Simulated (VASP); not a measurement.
Input of a VASP 6.6.1 run:

INCAR

```
  PREC = Accurate
  ENCUT = 600
  EDIFF = 1E-6
  ISMEAR = 0
  SIGMA = 0.1
  LREAL = False
  LASPH = True
  NELM = 60
  ALGO = Normal
  ISIF = 3
  LWAVE = False
  LCHARG = False
  GGA = PE
  IBRION = 2
  NSW = 100
  EDIFFG = -0.01
```

KPOINTS

```
Automatic mesh
0
Gamma
  12 12 8
```

The input POSCAR:

```
TaSi5
1.0
    4.4991565078      0.0000000000      0.0000000000
   -2.2495782539      3.8963838314      0.0000000000
    0.0000000000      0.0000000000      5.0785693805
Ta Si
1 5
Direct
    0.0000000000      0.0000000000      0.0000000000
    0.3333333333      0.6666666667      0.7511676296
    0.3333333333      0.6666666667      0.2488323704
    0.6666666667      0.3333333333      0.2488323704
    0.6666666667      0.3333333333      0.7511676296
    0.0000000000      0.0000000000      0.5000000000
```

Potentials or basis: VASP PAW PBE potentials, release 64 (Ta_pv, Si).

The run is started by

```sh
$ cat potpaw_PBE.64/Ta_pv/POTCAR potpaw_PBE.64/Si/POTCAR > POTCAR
$ mpirun -np 1 vasp_std > vasp.out
```

(1) Predict the space group after relaxing (to 0.1 Å).

(2) Predict the relaxed volume.

(3) Estimate the band gap on the k mesh.

(4) Estimate the relaxed cell.

Answers

(1) P6/mmm (No. 191).

(2) 14.80 Å³/atom.

(3) zero (an odd number of electrons rules out a gap without spin polarisation).

(4) a = 4.500 Å, b = 4.500 Å, c = 5.062 Å, α = 90.00°, β = 90.00°, γ = 120.00°.

Caveat: spin-orbit coupling is left out, which moves the levels of the heavy elements.
